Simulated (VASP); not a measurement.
# NaF (F-43m) in VASP: notebook

Runs on NaF. Level: PBEsol. Tasks: single point, relaxation of cell and atoms.

Everything below comes from runs of VASP 6.6.1. Logs are shortened: lines on timing, memory, paths and dates and some standing lists are left out, and cuts for length are marked.

### 1 The cell of the first run

Symmetry: F-43m, No. 216, cubic system. Conventional cell: a = 5.088 Å, b = 5.088 Å, c = 5.088 Å, α = 90.00°, β = 90.00°, γ = 90.00°. Na (site symmetry -43m) has 4 F at 2.20 Å within 2.9 Å. Within 2.9 Å of F (site symmetry -43m) lie 4 Na at 2.20 Å.

### 2 Single point, PBEsol

INCAR reads:

```
PREC     = Accurate       # precision mode
ENCUT    = 520            # plane-wave cutoff, eV
EDIFF    = 1E-6           # SCF threshold, eV
ISMEAR   = -1             # smearing method
SIGMA    = 0.03           # smearing width, eV
LREAL    = F              # projectors in reciprocal space
LASPH    = T              # aspherical terms in the spheres
NELM     = 80             # most SCF steps
ALGO     = Normal         # electronic algorithm
ISIF     = 2              # what is computed and relaxed
LWAVE    = F              # write WAVECAR
LCHARG   = F              # write CHGCAR
GGA      = PS             # functional
NBANDS   = 14             # bands
```

KPOINTS reads:

```
Automatic mesh
0
Gamma
  8 8 8
```

POSCAR reads:

```
NaF
1.0
    0.0000000000      2.5442194103      2.5442194103
    2.5442194103      0.0000000000      2.5442194103
    2.5442194103      2.5442194103      0.0000000000
Na F
1 1
Direct
    0.0000000000      0.0000000000      0.0000000000
    0.2500000000      0.2500000000      0.2500000000
```

Potentials or basis: VASP PAW PBE potentials, release 64 (Na_pv, F).

Started as:

```
> cat potpaw_PBE.64/Na_pv/POTCAR potpaw_PBE.64/F/POTCAR > POTCAR
> mpirun -np 1 vasp_std > vasp.out
```

OUTCAR:

```text
PREC = Accurate
   ENCUT = 520
   EDIFF = 1E-6
   ISMEAR = -1
   LREAL = F
   LASPH = T
   NELM = 80
   ISIF = 2
   GGA = PS

 ion  position               nearest neighbor table
   1  0.000  0.000  0.000-   2 2.20   2 2.20   2 2.20   2 2.20
   2  0.250  0.250  0.250-   1 2.20   1 2.20   1 2.20   1 2.20

  LATTYP: Found a face centered cubic cell.
 ALAT       =     5.0884388206

  Lattice vectors:

 A1 = (   0.0000000000,   2.5442194103,   2.5442194103)
 A2 = (   2.5442194103,   0.0000000000,   2.5442194103)
 A3 = (   2.5442194103,   2.5442194103,   0.0000000000)

Analysis of symmetry for initial positions (statically):
=====================================================================
 Subroutine PRICEL returns:
 Original cell was already a primitive cell.

 Routine SETGRP: Setting up the symmetry group for a
 face centered cubic supercell.

 Subroutine GETGRP returns: Found 24 space group operations
 (whereof 24 operations were pure point group operations)
 out of a pool of 48 trial point group operations.

The static configuration has the point symmetry T_d .

Analysis of symmetry for dynamics (positions and initial velocities):
=====================================================================
 Subroutine PRICEL returns:
 Original cell was already a primitive cell.

 Routine SETGRP: Setting up the symmetry group for a
 face centered cubic supercell.

 Subroutine GETGRP returns: Found 24 space group operations
 (whereof 24 operations were pure point group operations)
 out of a pool of 48 trial point group operations.

The dynamic configuration has the point symmetry T_d .

 Subroutine INISYM returns: Found 24 space group operations
 (whereof 24 operations are pure point group operations),
 and found     1 'primitive' translations

----------------------------------------------------------------------------------------

                                     Primitive cell

  volume of cell :      32.9377

  direct lattice vectors                    reciprocal lattice vectors
     0.000000000  2.544219410  2.544219410    -0.196523931  0.196523931  0.196523931
     2.544219410  0.000000000  2.544219410     0.196523931 -0.196523931  0.196523931
     2.544219410  2.544219410  0.000000000     0.196523931  0.196523931 -0.196523931

  length of vectors
     3.598069596  3.598069596  3.598069596     0.340389434  0.340389434  0.340389434

  position of ions in fractional coordinates (direct lattice)
     0.000000000  0.000000000  0.000000000
     0.250000000  0.250000000  0.250000000

  ion indices of the primitive-cell ions
   primitive index   ion index
                 1           1
                 2           2

----------------------------------------------------------------------------------------

 KPOINTS: Automatic mesh

Automatic generation of k-mesh.
 Grid dimensions read from file:
 generate k-points for:    8    8    8

 Generating k-lattice:

  Cartesian coordinates                     Fractional coordinates (reciprocal lattice)
    -0.024565491  0.024565491  0.024565491     0.125000000  0.000000000  0.000000000
     0.024565491 -0.024565491  0.024565491     0.000000000  0.125000000  0.000000000
     0.024565491  0.024565491 -0.024565491     0.000000000  0.000000000  0.125000000

  Length of vectors
     0.042548679  0.042548679  0.042548679

  Shift w.r.t. Gamma in fractional coordinates (k-lattice)
     0.000000000  0.000000000  0.000000000

 Subroutine IBZKPT returns following result:
 ===========================================

 Found     29 irreducible k-points:

 Following reciprocal coordinates:
            Coordinates               Weight
  0.000000  0.000000  0.000000      1.000000
  0.125000  0.000000  0.000000      8.000000
  0.250000  0.000000  0.000000      8.000000
  0.375000  0.000000  0.000000      8.000000
  0.500000  0.000000  0.000000      4.000000
  0.125000  0.125000  0.000000      6.000000
[... 16 lines left out ...]
  0.500000  0.250000  0.125000     48.000000
 -0.375000  0.250000  0.125000     24.000000
 [... further k-points ...]
   k-points           NKPTS =     29   k-points in BZ     NKDIM =     29   number of bands    NBANDS=     14
   number of dos      NEDOS =    301   number of ions     NIONS =      2
   total plane-waves  NPLWV =  21952
   dimension x,y,z NGX =    28 NGY =   28 NGZ =   28
   dimension x,y,z NGXF=    56 NGYF=   56 NGZF=   56
   ions per type =               1   1
   NGX,Y,Z   is equivalent  to a cutoff of  12.94, 12.94, 12.94 a.u.
   NGXF,Y,Z  is equivalent  to a cutoff of  25.87, 25.87, 25.87 a.u.
 SYSTEM =  unknown system
   PREC   = accura    normal or accurate (medium, high low for compatibility)
   ISTART =      0    job   : 0-new  1-cont  2-samecut
   ICHARG =      2    charge: 1-file 2-atom 10-const
   ISPIN  =      1    spin polarized calculation?
   LNONCOLLINEAR =      F non collinear calculations
   LSORBIT =      F    spin-orbit coupling
   LASPH  =      T    aspherical Exc in radial PAW
   ENCUT  =  520.0 eV  38.22 Ry    6.18 a.u.   6.69  6.69  6.69*2*pi/ulx,y,z
   NELM   =     80;   NELMIN=  2; NELMDL= -5     # of ELM steps
   EDIFF  = 0.1E-05   stopping-criterion for ELM
   LREAL  =      F    real-space projection
   EDIFFG = 0.1E-04   stopping-criterion for IOM
   NSW    =      0    number of steps for IOM
   IBRION =     -1    ionic relax: 0-MD 1-quasi-New 2-CG
   NFREE  =      0    steps in history (QN), initial steepest desc. (CG)
   ISIF   =      2    stress and relaxation
   ISYM   =      2    0-nonsym 1-usesym 2-fastsym
   POTIM  = 0.5000    time-step for ionic-motion
   TEBEG  =    0.0;   TEEND  =   0.0 temperature during run
   PSTRESS=    0.0 pullay stress
   NELECT =      14.0000    total number of electrons
   NUPDOWN=      -1.0000    fix difference up-down
   EMIN   =  10.00;   EMAX   =-10.00  energy-range for DOS
   EFERMI =   0.00;   METHOD = LEGACY
   ISMEAR =    -1;   SIGMA  =   0.03  broadening in eV -4-tet -1-fermi 0-gaus
   EFERMI_NEDOS =   21; number of points for ismear=-14 and -15
   IALGO  =     38    algorithm
   IMIX   =      4    mixing-type and parameters
     AMIX     =   0.40;   BMIX     =  1.00
     AMIX_MAG =   1.60;   BMIX_MAG =  1.00
  volume/ion in A,a.u.               =      16.47       111.14
  Fermi-wavevector in a.u.,A,eV,Ry     =   1.230891  2.326047 20.614089  1.515093
  Thomas-Fermi vector in A             =   2.365722
   LORBIT       =      0    0 simple, 1 ext, 2 COOP (PROOUT), +10 PAW based schemes
   GGA     = PS    functional components
   LHFCALC =     F    Hartree Fock is set to
   AEXX    =    0.0000 exact exchange contribution
   IVDW    =     0    specifies the selected vdW correction
   LEPSILON=     F    determine dielectric tensor
   LRPA    =     F    only Hartree local field effects (RPA)
 non-spin polarized calculation
  energy-cutoff  :      520.00
  volume of cell :       32.94
 maximum number of plane-waves:       905
   NGX = 13   NGY = 13   NGZ = 13

 number of electron      13.9999986 magnetization

 Free energy of the ion-electron system (eV)
  ---------------------------------------------------
  ext. energy  EPLUGINS =         0.00000000
  ---------------------------------------------------
  free energy    TOTEN  =        -8.55624588 eV

  energy without entropy =       -8.55624588  energy(sigma->0) =       -8.55624588

 E-fermi :  -2.6862     XC(G=0):  -7.7631

 val. band max:       -3.4951662738   @ k =   0.0000   0.0000   0.0000
 cond. band min:       2.0209138015   @ k =   0.0000   0.0000   0.0000
 fundamental gap:      5.5160800753
 Fermi energy:        -2.6862269162

 k-point     1 :       0.0000    0.0000    0.0000
  band No.  band energies     occupation
      1     -22.2561      2.00000
      2     -22.2561      2.00000
      3     -22.2561      2.00000
      4     -22.1024      2.00000
      5      -3.4952      2.00000
      6      -3.4952      2.00000
      7      -3.4952      2.00000
      8       2.0209      0.00000
      9      15.6066      0.00000
     10      15.6066      0.00000
     11      15.6066      0.00000
     12      17.2513      0.00000
     13      17.2513      0.00000
     14      17.2513      0.00000

 k-point     2 :       0.1250    0.0000    0.0000
  band No.  band energies     occupation
      1     -22.4413      2.00000
      2     -22.2577      2.00000
      3     -22.2577      2.00000
      4     -21.9087      2.00000
      5      -3.6555      2.00000
      6      -3.5007      2.00000
      7      -3.5007      2.00000
      8       2.4397      0.00000
      9      13.7614      0.00000
     10      15.2223      0.00000
     11      15.2224      0.00000
     12      16.9538      0.00000
     13      16.9538      0.00000
     14      17.1187      0.00000

 k-point     3 :       0.2500    0.0000    0.0000
  band No.  band energies     occupation
      1     -22.6403      2.00000
      2     -22.2617      2.00000
      3     -22.2617      2.00000
      4     -21.6888      2.00000
      5      -3.9794      2.00000
      6      -3.5141      2.00000
      7      -3.5141      2.00000
      8       3.5170      0.00000
      9      11.2050      0.00000
     10      14.3884      0.00000
     11      14.3884      0.00000
     12      16.7545      0.00000
     13      17.2666      0.00000
     14      17.2666      0.00000
[... 324 lines left out ...]
 k-point    23 :       0.5000    0.2500    0.1250
  band No.  band energies     occupation
      1     -22.8153      2.00000
      2     -22.2885      2.00000
      3     -22.2716      2.00000
      4     -21.4586      2.00000
      5      -4.1501      2.00000
      6      -3.7202      2.00000
      7      -3.5668      2.00000
      8       5.5672      0.00000
      9       9.1718      0.00000
     10      11.4009      0.00000
     11      13.2983      0.00000
     12      16.7452      0.00000
     13      18.0990      0.00000
     14      19.7094      0.00000

 k-point    24 :      -0.3750    0.2500    0.1250
  band No.  band energies     occupation
      1     -22.8456      2.00000
      2     -22.2928      2.00000
      3     -22.2739      2.00000
      4     -21.4180      2.00000
      5      -4.1825      2.00000
      6      -3.7556      2.00000
      7      -3.5807      2.00000
      8       6.6022      0.00000
      9       7.9408      0.00000
     10      11.2447      0.00000
     11      13.0944      0.00000
     12      17.0084      0.00000
     13      17.8990      0.00000
     14      20.6974      0.00000

 [... further k-points ...]

------------------------ aborting loop because EDIFF is reached ----------------------------------------

  FORCE on cell =-STRESS in cart. coord.  units (eV):
  Direction    XX          YY          ZZ          XY          YZ          ZX
  --------------------------------------------------------------------------------------
  -------------------------------------------------------------------------------------
  Total        0.0272139      0.0272139      0.0272139      0.0000000     -0.0000000      0.0000000
  in kB        1.3237557      1.3237557      1.3237557      0.0000000     -0.0000000      0.0000000
  external PRESSURE =       1.3237557 kB  Pullay stress =       0.0000000 kB

 VOLUME and BASIS-vectors are now :
 -----------------------------------------------------------------------------
  energy-cutoff  :      520.00
  volume of cell :       32.94
      direct lattice vectors                 reciprocal lattice vectors
     0.000000000  2.544219410  2.544219410    -0.196523931  0.196523931  0.196523931
     2.544219410  0.000000000  2.544219410     0.196523931 -0.196523931  0.196523931
     2.544219410  2.544219410  0.000000000     0.196523931  0.196523931 -0.196523931

 POSITION                                       TOTAL-FORCE (eV/Angst)
 -----------------------------------------------------------------------------------
      0.00000      0.00000      0.00000         0.000000     -0.000000     -0.000000
      1.27211      1.27211      1.27211        -0.000000      0.000000      0.000000
 -----------------------------------------------------------------------------------
    total drift:                               -0.000002     -0.000002     -0.000002

  FREE ENERGIE OF THE ION-ELECTRON SYSTEM (eV)
  ---------------------------------------------------
  free  energy   TOTEN  =        -8.5562458835 eV

  energy  without entropy=       -8.5562458835  energy(sigma->0) =       -8.55624588
```

Wall time 21 s (1 thread of AMD EPYC 7R13, shared host); peak memory 0.12 GiB.

Results:

- Free energy: -8.5562 eV
- Pressure: 0.1 GPa
- Band gap on the k mesh: 5.52 eV, direct

Caveat: the PAW data sets were made with another functional, which shifts forces and pressure a little. A k mesh can miss the band edges.

### 3 Relaxation of cell and atoms, PBEsol

This run uses another cell than the first one, of 11.51 Å³/atom, 0.699 times its volume.

INCAR reads:

```
PREC = Accurate
ENCUT = 600
EDIFF = 1E-7
ISMEAR = -1
SIGMA = 0.03
LREAL = False
LASPH = True
NELM = 100
ALGO = Normal
ISIF = 3
LWAVE = False
LCHARG = False
GGA = PS
IBRION = 2
NSW = 100
EDIFFG = -0.01
```

KPOINTS is that of step 2.

POSCAR reads:

```
NaF
1.0
    0.0000000000      2.2580169028      2.2580169028
    2.2580169028      0.0000000000      2.2580169028
    2.2580169028      2.2580169028      0.0000000000
Na F
1 1
Direct
    0.0000000000      0.0000000000      0.0000000000
    0.2500000000      0.2500000000      0.2500000000
```

Potentials or basis: VASP PAW PBE potentials, release 64 (Na_pv, F).

Started as:

```
> cat potpaw_PBE.64/Na_pv/POTCAR potpaw_PBE.64/F/POTCAR > POTCAR
> mpirun -np 1 vasp_std > vasp.out
```

It took 64 s on 1 thread of AMD EPYC 7R13, shared host; peak memory 0.12 GiB.

It converged, with:

| Quantity | Value |
| --- | --- |
| Free energy | -8.5364 eV |
| Relaxed volume | 16.28 Å³/atom |
| Relaxed cell | a = 3.585 Å, b = 3.585 Å, c = 3.585 Å, α = 60.00°, β = 60.00°, γ = 60.00° |
| Space group after relaxing (to 0.05 Å) | F-43m (No. 216) |
| Energy gained by relaxing | 318.9 meV/atom |
| Ionic steps | 4 |
| Pressure after relaxing | -0.1 GPa |
| Band gap on the k mesh | 5.55 eV, direct |

The path:
| step | energy change (eV) | largest force (eV/Å) | pressure (GPa) | volume (Å³) |
| --- | --- | --- | --- | --- |
| 1 | 0.0000 | 0.0000 | 28.83 | 23.03 |
| 2 | -0.6216 | 0.0000 | 2.88 | 30.64 |
| 3 | -0.6199 | 0.0000 | -2.62 | 34.63 |
| 4 | -0.6378 | 0.0000 | -0.08 | 32.57 |

Final structure:
```
CELL_PARAMETERS angstrom
0.00000 2.53466 2.53466
2.53466 0.00000 2.53466
2.53466 2.53466 0.00000
ATOMIC_POSITIONS crystal
Na 0.00000 0.00000 0.00000
F 0.25000 0.25000 0.25000
```

Levels at points of the mesh, in eV from the valence-band top:
```
           k point  band 4  band 5  band 6  band 7  band 8  band 9  band 10  band 11
(0.00, 0.00, 0.00)  -18.61    0.00    0.00    0.00    5.55   19.22    19.22    19.22
(0.50, 0.00, 0.00)  -17.96   -0.85   -0.04   -0.04    9.87   10.85    17.12    17.12
(0.50, 0.50, 0.00)  -17.84   -0.78   -0.16   -0.16    9.88   11.91    16.21    17.02
```

Caveat: the volume moved by over 15 % at a fixed basis, so the end points are rough; the PAW data sets were made with another functional, which shifts forces and pressure a little.
